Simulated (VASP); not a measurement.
The system is BN (lda).

```xyz
4
Lattice="2.5500 0.0000 0.0000 -1.2750 2.2084 0.0000 0.0000 0.0000 4.2100" Properties=species:S:1:pos:R:3 pbc="T T T"
B     0.0000    1.4722    0.0000
B     1.2750    0.7361    2.1050
N     0.0000    1.4722    1.5745
N     1.2750    0.7361    3.6795
```

| Item | Value |
| --- | --- |
| Program | VASP 6.6.1 |
| Task | relaxation of cell and atoms |
| Functional | LDA |
| Potentials or basis | VASP PAW LDA potentials, release 64 (B, N) |
| Cutoff | 600 eV |
| k mesh | 9 × 9 × 6 |
| Occupations | gaussian, width 0.1 eV |
| Spin | no spin polarisation |

At the start: pressure -10.6 GPa; volume 5.93 Å³/atom.

How do energy, volume and symmetry change on relaxing?

Over 3 steps the energy falls by 5.6 meV/atom and the volume is 5.77 Å³/atom (-2.7 %); space group P6_3mc (No. 186, to 0.05 Å).

Step by step:
| step | energy change (eV) | largest force (eV/Å) | pressure (GPa) | volume (Å³) |
| --- | --- | --- | --- | --- |
| 1 | 0.0000 | 0.0616 | -10.61 | 23.71 |
| 2 | 0.0042 | 0.1388 | 12.61 | 22.39 |
| 3 | -0.0222 | 0.0266 | -0.09 | 23.06 |

Final structure:
```
CELL_PARAMETERS angstrom
2.52528 0.00000 0.00000
-1.26264 2.18696 0.00000
0.00000 0.00000 4.17637
ATOMIC_POSITIONS crystal
B 0.33333 0.66667 0.99967
B 0.66667 0.33333 0.49967
N 0.33333 0.66667 0.37433
N 0.66667 0.33333 0.87433
```

Caveat: the relaxation stopped at a loose force limit of 0.05 eV/Å, so its end isn't a converged minimum.
